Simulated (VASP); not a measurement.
The system is Nb2B.

```xyz
3
Lattice="4.4076 0.0000 0.0000 -2.2038 3.8171 0.0000 0.0000 0.0000 2.6686" Properties=species:S:1:pos:R:3 pbc="T T T"
Nb    0.0000    2.5447    1.3343
Nb    2.2038    1.2724    1.3343
B     0.0000    0.0000    0.0000
```

Program: VASP 6.6.1. Alike in all runs: task single point; potentials or basis VASP PAW PBE potentials, release 64 (Nb_sv, B); no spin polarisation; cell as given; k mesh 7 × 7 × 10; cutoff (eV) 520; smearing fermi-dirac 0.05 eV.

Q: Order these runs on this cell by their pressure, lowest first.
A. level r2SCAN+U; U Nb d U = 3.0 eV
B. level r2SCAN
C. level r2SCAN+U; U Nb d U = 2.0 eV

A: B (-1.3 GPa), C (3.5 GPa), A (5.9 GPa).

Caveats: the PAW data sets were made with another functional, which shifts forces and pressure a little; the cell stands under pressure (at least some runs); U without spin polarisation on a metal has little footing (at least some runs); the U is typed as a test and isn't derived for this compound (at least some runs).
